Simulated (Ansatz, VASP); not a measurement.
Mn in VASP and in Ansatz

File INCAR:

```
SYSTEM = Mn
PREC = Accurate ; ENCUT = 520
EDIFF = 1E-6 ; ISMEAR = -1
SIGMA = 0.1 ; LREAL = .False.
LASPH = .True. ; NELM = 60
ALGO = Normal ; ISIF = 2
LWAVE = .False. ; LCHARG = .True.
GGA = B5 ; ALDAX = 1.0
AGGAX = 1.0 ; AGGAC = 1.0
ALDAC = 0.0 ; LELF = .True.
LVHAR = .True. ; NBANDS = 12
```

Contents of KPOINTS:

```
Automatic mesh
0
Gamma
  25 25 25
  0 0 0
```

File POSCAR:

```
Mn
1.0
    0.0000000000      1.8414185770      1.8414185770
    1.8414185770      0.0000000000      1.8414185770
    1.8414185770      1.8414185770      0.0000000000
Mn
1
Direct
    0.0000000000      0.0000000000      0.0000000000
```

Input for Ansatz:

```yaml
crystal:
  lattice:
    - [0.0, 1.841418577, 1.841418577]
    - [1.841418577, 0.0, 1.841418577]
    - [1.841418577, 1.841418577, 0.0]
  atoms:
    - { symbol: Mn, position: [0.0, 0.0, 0.0] }
hamiltonian:
  xc: blyp
  pseudopotentials:
    kind: paw
    azcp:
      Mn: "pseudopotentials/Mn.paw.azcp"
basis:
  ecutwfc: 420
  fft_grid_basis: typed
kpoints:
  mp_grid: { grid: [25, 25, 25], shift: [0, 0, 0] }
magnetization:
  spin_polarized: false
scf:
  occupations: { method: fermi_dirac, width: 0.1 }
output:
  stress: true
  write_density: true
  write_potential: true
  elf: true
  volumetric_format: npy
```

Alike in both runs: task single point; functional BLYP; k mesh 25 × 25 × 25; occupations fermi-dirac, width 0.1 eV; no spin polarisation.

|  | VASP | Ansatz |
| --- | --- | --- |
| version | VASP 6.6.1 | Ansatz 0.2.0 |
| potentials or method | VASP PAW PBE potentials, release 64 (Mn_pv), cutoff 520 eV | plane waves (420 eV) with PAW, scalar-relativistic |
| valence electrons in the cell | 13 | 15 |

|  | VASP | Ansatz | Ansatz less VASP |
| --- | --- | --- | --- |
| pressure (GPa) | -21.7 | -21.9 | -0.21 |

VASP's potentials were made for PBE, not for BLYP. VASP's potentials hold 13 valence electrons a cell and Ansatz's 15, so a difference there can come from the potentials and not from the codes.
